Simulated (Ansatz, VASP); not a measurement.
ZnCu: VASP beside Ansatz

```
Zn Cu
1.0
     2.96324    0.00000    0.00000
     0.00000    2.96324    0.00000
     0.00000    0.00000    2.96324
Zn Cu
1 1
Direct
  0.50000 0.50000 0.50000
  0.00000 0.00000 0.00000
```

Alike in both runs: task electric field gradients; functional PBE; k mesh 14 × 14 × 14; occupations fermi-dirac, width 0.05 eV; no spin polarisation.

```csv
,VASP,Ansatz
version,VASP 6.6.1,Ansatz 0.2.0
potentials or method,"VASP PAW PBE potentials, release 64 (Zn, Cu)","PAW with Ansatz's default frozen-core files, scalar-relativistic"
plane-wave cutoff (eV),520,420
valence electrons in the cell,23,31
```

```tsv
	VASP	Ansatz	Ansatz less VASP
pressure (GPa)	0.6	0.0	-0.54
```

VASP's potentials hold 23 valence electrons a cell and Ansatz's 31, so a difference there can come from the potentials and not from the codes.
